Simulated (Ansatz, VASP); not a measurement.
Two plane-wave programs on SiC3

The input INCAR:

```
PREC     = Accurate       # precision mode
ENCUT    = 520            # plane-wave cutoff, eV
EDIFF    = 1E-6           # SCF threshold, eV
ISMEAR   = 0              # smearing method
SIGMA    = 0.01           # smearing width, eV
LREAL    = F              # projectors in reciprocal space
LASPH    = T              # aspherical terms in the spheres
NELM     = 80             # most SCF steps
ALGO     = Normal         # electronic algorithm
ISIF     = 2              # what is computed and relaxed
LWAVE    = F              # write WAVECAR
LCHARG   = F              # write CHGCAR
GGA      = PE             # functional
NBANDS   = 16             # bands
```

Contents of KPOINTS:

```
Automatic mesh
0
Gamma
  10 10 10
```

POSCAR

```
SiC3
1.0
    1.4154339591      0.8172011773      4.6700734309
   -1.4154339591      0.8172011773      4.6700734309
    0.0000000000     -1.6344023546      4.6700734309
C Si
3 1
Direct
    1.0082378925      0.0082378925      0.0082378925
    0.4889604675      0.4889604675      0.4889604675
    0.3791724032      0.3791724032      0.3791724032
    0.8736292368      0.8736292368      0.8736292368
```

Input for Ansatz:

```yaml
crystal:
  lattice:
    - [1.4154339591, 0.8172011773, 4.6700734309]
    - [-1.4154339591, 0.8172011773, 4.6700734309]
    - [0.0, -1.6344023546, 4.6700734309]
  atoms:
    - { symbol: C, position: [1.0082378925, 0.0082378925, 0.0082378925] }
    - { symbol: C, position: [0.4889604675, 0.4889604675, 0.4889604675] }
    - { symbol: C, position: [0.3791724032, 0.3791724032, 0.3791724032] }
    - { symbol: Si, position: [0.8736292368, 0.8736292368, 0.8736292368] }
kpoints:
  mp_grid: { grid: [10, 10, 10] }
  band_path:
    path:
      - [0.0, 0.0, 0.0]
      - [-0.5, -0.5, -0.5]
      - [-0.5, -0.187080252, -0.812919748]
      - [-0.187080252, 0.187080252, -0.5]
      - [0.0, 0.0, -0.5]
      - [0.0, 0.343540126, -0.343540126]
      - [-0.343540126, 0.0, -0.656459874]
      - [-0.5, 0.0, -0.5]
      - [0.119792, -0.442708, -0.442708]
      - [0.1, -0.5, -0.5]
    npoints: 1
hamiltonian:
  xc: pbe
scf:
  occupations: { method: fixed }
  n_extra_bands: 5
output:
  forces: true
  stress: true
  eigenvalues: true
```

Alike in both runs: task single point; functional PBE; k mesh 10 × 10 × 10; no spin polarisation.

|  | VASP | Ansatz |
| --- | --- | --- |
| version | VASP 6.6.1 | Ansatz 0.2.0 |
| potentials or method | VASP PAW PBE potentials, release 64 (C, Si) | plane waves, PAW |
| plane-wave cutoff (eV) | 520 | 420 |
| occupations | gaussian, width 0.01 eV | fixed |
| valence electrons in the cell | 16 | 16 |

VASP gave:

```
gap on the k mesh at the Fermi level (eV)                     : 1.59
pressure (GPa)                                                : 3.4
traceless stress, the component that is largest in VASP (GPa) : 0.55
rms of the force components (eV/Å)                            : 0.133
```

Question: What did Ansatz give for the same quantities?

Answer: gap on the k mesh at the Fermi level (eV): 1.59; pressure (GPa): 3.3; traceless stress, the component that is largest in VASP (GPa): 0.60; rms of the force components (eV/Å): 0.142.

Atom by atom the forces differ by 0.014 eV/Å (rms over components).
